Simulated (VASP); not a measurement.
# K2H3Au (P1) in VASP: single point with PBEsol

Aim: the single point of K2H3Au with PBEsol.

All numbers are computed with VASP 6.6.1; they aren't measurements. Logs are shortened: lines on timing, memory, paths and dates and some standing lists are left out, and cuts for length are marked.

## 1. The cell of the first run

The typed cell holds 6 atoms: a = 4.355 Å, b = 4.367 Å, c = 7.734 Å, α = 99.81°, β = 79.99°, γ = 112.52°.

## 2. Single point, PBEsol

File INCAR:

```
PREC     = Accurate       # precision mode
ENCUT    = 520            # plane-wave cutoff, eV
EDIFF    = 1E-7           # SCF threshold, eV
ISMEAR   = -1             # smearing method
SIGMA    = 0.05           # smearing width, eV
LREAL    = F              # projectors in reciprocal space
LASPH    = T              # aspherical terms in the spheres
NELM     = 80             # most SCF steps
ALGO     = Normal         # electronic algorithm
ISIF     = 2              # what is computed and relaxed
LWAVE    = F              # write WAVECAR
LCHARG   = F              # write CHGCAR
GGA      = PS             # functional
NBANDS   = 25             # bands
```

File KPOINTS:

```
Automatic mesh
0
Gamma
  6 6 2
```

File POSCAR:

```
K2H3Au
1.0
    4.3350777514      0.2882881477      0.3069945249
   -1.9183593665      3.9102921391     -0.3132509706
    0.8368056050     -0.4462527277      7.6754303182
K H Au
2 3 1
Direct
    0.6351684594      0.1783252893      0.6949219110
    0.2314614793      0.5750452670      0.2256997484
    0.5415782703      0.2618164619      0.3826319228
    0.2483418574      0.5669024559      0.6564869054
    0.3277660379      0.4856729205      0.5690357152
   -0.0576343384     -0.1328592817     -0.0577999149
```

Potentials or basis: VASP PAW PBE potentials, release 64 (K_sv, H, Au).

Run with:

```console
> cat potpaw_PBE.64/K_sv/POTCAR potpaw_PBE.64/H/POTCAR potpaw_PBE.64/Au/POTCAR > POTCAR
> mpirun -np 1 vasp_std > vasp.out
```

OUTCAR:

```text
PREC = Accurate
   ENCUT = 520
   EDIFF = 1E-7
   ISMEAR = -1
   LREAL = F
   LASPH = T
   NELM = 80
   ISIF = 2
   GGA = PS

 ion  position               nearest neighbor table
   1  0.635  0.178  0.695-   6 3.22   6 3.22   6 3.23
   2  0.231  0.575  0.226-   6 3.34   6 3.40   6 3.41
   3  0.542  0.262  0.383-
   4  0.248  0.567  0.656-   5 0.80
   5  0.328  0.486  0.569-   4 0.80
   6  0.942  0.867  0.942-   1 3.22   1 3.22   1 3.23   2 3.34   2 3.40   2 3.41

  LATTYP: Found a triclinic cell.
 ALAT       =     4.3554855992
 B/A-ratio  =     1.1122627943
 C/A-ratio  =     1.7756451723
 COS(alpha) =     0.0026870977
 COS(beta)  =     0.1738275250
 COS(gamma) =     0.5538006137

  Lattice vectors:

 A1 = (   4.3350777514,   0.2882881477,   0.3069945249)
 A2 = (   2.4167183849,   4.1985802868,  -0.0062564457)
 A3 = (   0.8368056050,  -0.4462527277,   7.6754303182)

Analysis of symmetry for initial positions (statically):
=====================================================================
 Subroutine PRICEL returns:
 Original cell was already a primitive cell.

 Routine SETGRP: Setting up the symmetry group for a
 triclinic supercell.

 Subroutine GETGRP returns: Found  1 space group operations
 (whereof  1 operations were pure point group operations)
 out of a pool of  2 trial point group operations.

The static configuration has the point symmetry C_1 .

Analysis of symmetry for dynamics (positions and initial velocities):
=====================================================================
 Subroutine PRICEL returns:
 Original cell was already a primitive cell.

 Routine SETGRP: Setting up the symmetry group for a
 triclinic supercell.

 Subroutine GETGRP returns: Found  1 space group operations
 (whereof  1 operations were pure point group operations)
 out of a pool of  2 trial point group operations.

The dynamic configuration has the point symmetry C_1 .

 Subroutine INISYM returns: Found  1 space group operations
 (whereof  1 operations are pure point group operations),
 and found     1 'primitive' translations

----------------------------------------------------------------------------------------

                                     Primitive cell

  volume of cell :     132.9310

  direct lattice vectors                    reciprocal lattice vectors
     4.335077751  0.288288148  0.306994525     0.224728547  0.108794079 -0.018175457
    -1.918359367  3.910292139 -0.313250971    -0.017676337  0.248374703  0.016367753
     0.836805605 -0.446252728  7.675430318    -0.009709887  0.005785269  0.131680823

  length of vectors
     4.355485599  4.366762352  7.733796977     0.250338608  0.249540276  0.132165012

  position of ions in fractional coordinates (direct lattice)
     0.635168459  0.178325289  0.694921911
     0.231461479  0.575045267  0.225699748
     0.541578270  0.261816462  0.382631923
     0.248341857  0.566902456  0.656486905
     0.327766038  0.485672921  0.569035715
     0.942365662  0.867140718  0.942200085

  ion indices of the primitive-cell ions
   primitive index   ion index
                 1           1
                 2           2
                 3           3
                 4           4
                 5           5
                 6           6

----------------------------------------------------------------------------------------

 KPOINTS: Automatic mesh

Automatic generation of k-mesh.
 Grid dimensions read from file:
 generate k-points for:    6    6    2

 Generating k-lattice:

  Cartesian coordinates                     Fractional coordinates (reciprocal lattice)
     0.037454758  0.018132347 -0.003029243     0.166666667  0.000000000 -0.000000000
    -0.002946056  0.041395784  0.002727959     0.000000000  0.166666667  0.000000000
    -0.004854944  0.002892635  0.065840411     0.000000000 -0.000000000  0.500000000

  Length of vectors
     0.041723101  0.041590046  0.066082506

  Shift w.r.t. Gamma in fractional coordinates (k-lattice)
     0.000000000  0.000000000  0.000000000

 Subroutine IBZKPT returns following result:
 ===========================================

 Found     40 irreducible k-points:

 Following reciprocal coordinates:
            Coordinates               Weight
  0.000000  0.000000  0.000000      1.000000
  0.166667 -0.000000  0.000000      2.000000
  0.333333 -0.000000  0.000000      2.000000
  0.500000  0.000000  0.000000      1.000000
  0.000000  0.166667  0.000000      2.000000
  0.166667  0.166667 -0.000000      2.000000
[... 16 lines left out ...]
  0.333333 -0.000000  0.500000      2.000000
  0.500000 -0.000000  0.500000      1.000000
 [... further k-points ...]
   k-points           NKPTS =     40   k-points in BZ     NKDIM =     40   number of bands    NBANDS=     25
   number of dos      NEDOS =    301   number of ions     NIONS =      6
   total plane-waves  NPLWV =  61440
   dimension x,y,z NGX =    32 NGY =   32 NGZ =   60
   dimension x,y,z NGXF=    64 NGYF=   64 NGZF=  120
   ions per type =               2   3   1
   NGX,Y,Z   is equivalent  to a cutoff of  12.21, 12.18, 12.90 a.u.
   NGXF,Y,Z  is equivalent  to a cutoff of  24.43, 24.37, 25.80 a.u.
 SYSTEM =  unknown system
   PREC   = accura    normal or accurate (medium, high low for compatibility)
   ISTART =      0    job   : 0-new  1-cont  2-samecut
   ICHARG =      2    charge: 1-file 2-atom 10-const
   ISPIN  =      1    spin polarized calculation?
   LNONCOLLINEAR =      F non collinear calculations
   LSORBIT =      F    spin-orbit coupling
   LASPH  =      T    aspherical Exc in radial PAW
   ENCUT  =  520.0 eV  38.22 Ry    6.18 a.u.   8.10  8.12 14.38*2*pi/ulx,y,z
   NELM   =     80;   NELMIN=  2; NELMDL= -5     # of ELM steps
   EDIFF  = 0.1E-06   stopping-criterion for ELM
   LREAL  =      F    real-space projection
   EDIFFG = 0.1E-05   stopping-criterion for IOM
   NSW    =      0    number of steps for IOM
   IBRION =     -1    ionic relax: 0-MD 1-quasi-New 2-CG
   NFREE  =      0    steps in history (QN), initial steepest desc. (CG)
   ISIF   =      2    stress and relaxation
   ISYM   =      2    0-nonsym 1-usesym 2-fastsym
   POTIM  = 0.5000    time-step for ionic-motion
   TEBEG  =    0.0;   TEEND  =   0.0 temperature during run
   PSTRESS=    0.0 pullay stress
   NELECT =      32.0000    total number of electrons
   NUPDOWN=      -1.0000    fix difference up-down
   EMIN   =  10.00;   EMAX   =-10.00  energy-range for DOS
   EFERMI =   0.00;   METHOD = LEGACY
   ISMEAR =    -1;   SIGMA  =   0.05  broadening in eV -4-tet -1-fermi 0-gaus
   EFERMI_NEDOS =   21; number of points for ismear=-14 and -15
   IALGO  =     38    algorithm
   IMIX   =      4    mixing-type and parameters
     AMIX     =   0.40;   BMIX     =  1.00
     AMIX_MAG =   1.60;   BMIX_MAG =  1.00
  volume/ion in A,a.u.               =      22.16       149.51
  Fermi-wavevector in a.u.,A,eV,Ry     =   1.018395  1.924487 14.110977  1.037128
  Thomas-Fermi vector in A             =   2.151850
   LORBIT       =      0    0 simple, 1 ext, 2 COOP (PROOUT), +10 PAW based schemes
   GGA     = PS    functional components
   LHFCALC =     F    Hartree Fock is set to
   AEXX    =    0.0000 exact exchange contribution
   IVDW    =     0    specifies the selected vdW correction
   LEPSILON=     F    determine dielectric tensor
   LRPA    =     F    only Hartree local field effects (RPA)
 non-spin polarized calculation
  energy-cutoff  :      520.00
  volume of cell :      132.93
 maximum number of plane-waves:      3598
   NGX = 17   NGY = 17   NGZ = 29

 number of electron      32.0000002 magnetization

 Free energy of the ion-electron system (eV)
  ---------------------------------------------------
  ext. energy  EPLUGINS =         0.00000000
  ---------------------------------------------------
  free energy    TOTEN  =       -16.19952966 eV

  energy without entropy =      -16.19952965  energy(sigma->0) =      -16.19952966

 E-fermi :   0.3061     XC(G=0):  -7.6106

 val. band max:       -0.5796586704   @ k =   0.5000   0.5000   0.5000
 cond. band min:       1.1464956132   @ k =  -0.0000   0.5000   0.5000
 fundamental gap:      1.7261542836
 Fermi energy:         0.3060879025

 k-point     1 :       0.0000    0.0000    0.0000
  band No.  band energies     occupation
      1     -29.9534      2.00000
      2     -29.6692      2.00000
      3     -13.5613      2.00000
      4     -13.5561      2.00000
      5     -13.5020      2.00000
      6     -13.2786      2.00000
[... 17 lines left out ...]
     24       6.7614      0.00000
     25       6.9715      0.00000

 k-point     2 :       0.1667   -0.0000    0.0000
  band No.  band energies     occupation
      1     -29.9518      2.00000
      2     -29.6680      2.00000
      3     -13.5972      2.00000
      4     -13.5564      2.00000
      5     -13.5020      2.00000
      6     -13.2793      2.00000
[... 17 lines left out ...]
     24       6.8200      0.00000
     25       7.2907      0.00000

 k-point     3 :       0.3333   -0.0000    0.0000
  band No.  band energies     occupation
      1     -29.9486      2.00000
      2     -29.6655      2.00000
      3     -13.6750      2.00000
      4     -13.5610      2.00000
      5     -13.4901      2.00000
      6     -13.2804      2.00000
[... 17 lines left out ...]
     24       7.0389      0.00000
     25       7.3949      0.00000

 k-point     4 :       0.5000    0.0000    0.0000
  band No.  band energies     occupation
      1     -29.9470      2.00000
      2     -29.6643      2.00000
      3     -13.7137      2.00000
      4     -13.5641      2.00000
      5     -13.4827      2.00000
      6     -13.2812      2.00000
[... 17 lines left out ...]
     24       7.0068      0.00000
     25       7.0413      0.00000

 k-point     5 :       0.0000    0.1667    0.0000
  band No.  band energies     occupation
      1     -29.9518      2.00000
      2     -29.6680      2.00000
      3     -13.5978      2.00000
      4     -13.5565      2.00000
      5     -13.5010      2.00000
      6     -13.2793      2.00000
[... 17 lines left out ...]
     24       6.8157      0.00000
     25       7.3031      0.00000

 k-point     6 :       0.1667    0.1667   -0.0000
  band No.  band energies     occupation
      1     -29.9498      2.00000
      2     -29.6665      2.00000
      3     -13.6426      2.00000
      4     -13.5686      2.00000
      5     -13.4960      2.00000
      6     -13.2805      2.00000
[... 17 lines left out ...]
     24       7.2017      0.00000
     25       7.5384      0.00000
[... 393 lines left out ...]
 k-point    21 :      -0.0000    0.0000    0.5000
  band No.  band energies     occupation
      1     -29.9533      2.00000
      2     -29.6692      2.00000
      3     -13.5610      2.00000
      4     -13.5488      2.00000
      5     -13.4918      2.00000
      6     -13.2990      2.00000
[... 17 lines left out ...]
     24       6.7796      0.00000
     25       7.3980      0.00000

 k-point    22 :       0.1667    0.0000    0.5000
  band No.  band energies     occupation
      1     -29.9518      2.00000
      2     -29.6680      2.00000
      3     -13.5988      2.00000
      4     -13.5534      2.00000
      5     -13.4932      2.00000
      6     -13.2924      2.00000
[... 17 lines left out ...]
     24       6.8700      0.00000
     25       7.1962      0.00000

 k-point    23 :       0.3333   -0.0000    0.5000
  band No.  band energies     occupation
      1     -29.9486      2.00000
      2     -29.6655      2.00000
      3     -13.6783      2.00000
      4     -13.5601      2.00000
      5     -13.4897      2.00000
      6     -13.2822      2.00000
[... 17 lines left out ...]
     24       7.0925      0.00000
     25       7.4913      0.00000

 k-point    24 :       0.5000   -0.0000    0.5000
  band No.  band energies     occupation
      1     -29.9470      2.00000
      2     -29.6643      2.00000
      3     -13.7171      2.00000
      4     -13.5637      2.00000
      5     -13.4867      2.00000
      6     -13.2784      2.00000
[... 17 lines left out ...]
     24       7.2731      0.00000
     25       7.5372      0.00000

 [... further k-points ...]

------------------------ aborting loop because EDIFF is reached ----------------------------------------

  FORCE on cell =-STRESS in cart. coord.  units (eV):
  Direction    XX          YY          ZZ          XY          YZ          ZX
  --------------------------------------------------------------------------------------
  -------------------------------------------------------------------------------------
  Total       -0.0019970      0.0105350     -0.0159009      0.0073237     -0.0074319      0.0032203
  in kB       -0.0240691      0.1269757     -0.1916488      0.0882700     -0.0895739      0.0388128
  external PRESSURE =      -0.0295807 kB  Pullay stress =       0.0000000 kB

 VOLUME and BASIS-vectors are now :
 -----------------------------------------------------------------------------
  energy-cutoff  :      520.00
  volume of cell :      132.93
      direct lattice vectors                 reciprocal lattice vectors
     4.335077751  0.288288148  0.306994525     0.224728547  0.108794079 -0.018175457
    -1.918359367  3.910292139 -0.313250971    -0.017676337  0.248374703  0.016367753
     0.836805605 -0.446252728  7.675430318    -0.009709887  0.005785269  0.131680823

 POSITION                                       TOTAL-FORCE (eV/Angst)
 -----------------------------------------------------------------------------------
      2.99293      0.57030      5.47296         0.001144     -0.001495      0.000175
      0.08913      2.21460      1.62327        -0.000476      0.000477      0.001056
      2.16571      1.00916      3.02111         0.000411      0.000545     -0.002330
      0.53841      1.99539      4.93748        -0.010142      0.004939      0.013039
      0.96537      1.73968      4.31608         0.008940     -0.005584     -0.014763
      3.21018      3.24199      7.24946         0.000122      0.001118      0.002824
 -----------------------------------------------------------------------------------
    total drift:                               -0.000090     -0.000133      0.000011

  FREE ENERGIE OF THE ION-ELECTRON SYSTEM (eV)
  ---------------------------------------------------
  free  energy   TOTEN  =       -16.1995296581 eV

  energy  without entropy=      -16.1995296530  energy(sigma->0) =      -16.19952966
```

Wall time 3 min (1 thread of Intel Xeon Platinum 8259CL at 2.50GHz (Skylake/Cascade Lake), shared host); peak memory 0.31 GiB.

What came out:

| Item | Value |
| --- | --- |
| Free energy | -16.1995 eV |
| Pressure | 0.0 GPa |
| Largest force | 0.018 eV/Å |
| Band gap on the k mesh | 1.73 eV (least direct gap 1.94 eV) |

Forces in eV/Å, atoms in the order of the input:
```
K    0.001 -0.001  0.000
K    0.000  0.000  0.001
H    0.000  0.001 -0.002
H   -0.010  0.005  0.013
H    0.009 -0.006 -0.015
Au   0.000  0.001  0.003
```

Levels at points of the mesh, in eV from the valence-band top:
| k point | band 14 | band 15 | band 16 | band 17 | band 18 | band 19 |
| --- | --- | --- | --- | --- | --- | --- |
| (0.00, 0.00, 0.00) | -1.83 | -1.74 | -0.67 | 3.40 | 4.99 | 5.50 |
| (0.50, 0.00, 0.00) | -1.70 | -0.96 | -0.09 | 2.11 | 3.40 | 3.57 |
| (0.00, 0.50, 0.00) | -1.70 | -0.97 | -0.10 | 2.11 | 3.41 | 3.56 |
| (0.50, 0.50, 0.00) | -1.61 | -0.56 | -0.37 | 2.62 | 3.75 | 4.11 |
| (0.00, 0.00, 0.50) | -1.87 | -1.78 | -0.28 | 2.94 | 5.20 | 5.38 |
| (0.50, 0.00, 0.50) | -1.70 | -0.95 | -0.21 | 1.73 | 3.30 | 5.18 |
| (0.00, 0.50, 0.50) | -1.70 | -0.96 | -0.22 | 1.73 | 3.32 | 5.16 |
| (0.50, 0.50, 0.50) | -1.61 | -0.69 | 0.00 | 2.09 | 3.20 | 4.45 |

Caveat: the PAW data sets were made with another functional, which shifts forces and pressure a little; spin-orbit coupling is left out, which moves the levels of the heavy elements.
